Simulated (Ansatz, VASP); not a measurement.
**Hf2C5: VASP beside Ansatz**

```
CELL_PARAMETERS angstrom
4.17794 0.00000 0.00000
0.00000 4.98586 0.00000
0.00000 0.00000 7.28606
ATOMIC_POSITIONS crystal
Hf 0.00000 0.00000 0.69543
Hf 0.00000 0.00000 0.30457
Hf 0.50000 0.50000 0.68311
Hf 0.50000 0.50000 0.31689
C 0.50000 0.00000 0.50000
C 0.66971 0.50000 0.00000
C 0.83160 0.75111 0.00000
C 0.66781 0.00000 0.00000
C 0.83160 0.24889 0.00000
C 0.33219 0.00000 0.00000
C 0.16840 0.75111 0.00000
C 0.33029 0.50000 0.00000
C 0.16840 0.24889 0.00000
C 0.00000 0.50000 0.50000
```

Alike in both runs: functional PBE; k mesh 4 × 3 × 2; occupations gaussian, width 0.2 eV; no spin polarisation.

Ansatz relaxed the structure, and its values are those at the end. VASP's run is a single point on that final structure, the one shown.

```csv
,VASP,Ansatz
version,VASP 6.6.1,Ansatz 0.2.0
potentials or method,"VASP PAW PBE potentials, release 64 (Hf_pv, C), cutoff 520 eV","scalar-relativistic, plane waves, PAW"
valence electrons in the cell,80,144
```

```csv
,VASP,Ansatz,Ansatz less VASP
gap on the k mesh at the Fermi level (eV),none,none,-
pressure (GPa),-0.8,-0.3,+0.50
rms of the force components (eV/Å),0.028,0.029,+0.0014
```

A gap of «none» marks a metal or a gap that the smearing closes. The functional is the same, so the differences come from potentials, cutoffs and numerics. VASP's potentials hold 80 valence electrons a cell and Ansatz's 144, so a difference there can come from the potentials and not from the codes.

The k mesh is coarse, so the values compare programs but aren't converged. Spin-orbit coupling is off throughout.
